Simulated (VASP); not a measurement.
The system is Hf.

```
Hf
1.0
     3.19670    0.00000    0.00000
    -1.59835    2.76842    0.00000
     0.00000    0.00000    5.05780
Hf
2
Direct
  0.33333 0.66667 0.25000
  0.66667 0.33333 0.75000
```

```yaml
Program: VASP 6.6.1
Task: relaxation of volume and atoms at fixed shape
Functional: LDA
Potentials_or_basis: VASP PAW LDA potentials, release 64 (Hf_pv)
Cutoff: 600 eV
k_mesh: 8 × 8 × 5
Occupations: gaussian, width 0.05 eV
Spin: no spin polarisation
```

At the start: pressure -7.5 GPa; volume 22.38 Å³/atom.

Problem. Where does the relaxation end?

Solution. Over 5 steps the energy falls by 36.0 meV/atom and the volume is 20.91 Å³/atom (-6.6 %); space group P6_3/mmc (No. 194, to 0.05 Å).

Step by step:
| step | energy change (eV) | largest force (eV/Å) | pressure (GPa) | volume (Å³) |
| --- | --- | --- | --- | --- |
| 1 | 0.0000 | 0.0000 | -7.46 | 44.76 |
| 2 | 0.0462 | 0.0000 | 11.86 | 38.35 |
| 3 | -0.0719 | 0.0000 | -0.08 | 41.83 |
| 4 | -0.0719 | 0.0000 | 0.08 | 41.77 |
| 5 | -0.0719 | 0.0000 | -0.06 | 41.83 |

Final structure:
```cif
data_structure
_symmetry_space_group_name_H-M 'P 1'
_symmetry_Int_Tables_number 1
_cell_length_a 3.1252
_cell_length_b 3.1252
_cell_length_c 4.9447
_cell_angle_alpha 90.000
_cell_angle_beta 90.000
_cell_angle_gamma 120.000
_cell_volume 41.83
loop_
_atom_site_label
_atom_site_type_symbol
_atom_site_fract_x
_atom_site_fract_y
_atom_site_fract_z
_atom_site_occupancy
Hf1 Hf 0.33333 0.66667 0.25000 1
Hf2 Hf 0.66667 0.33333 0.75000 1
```
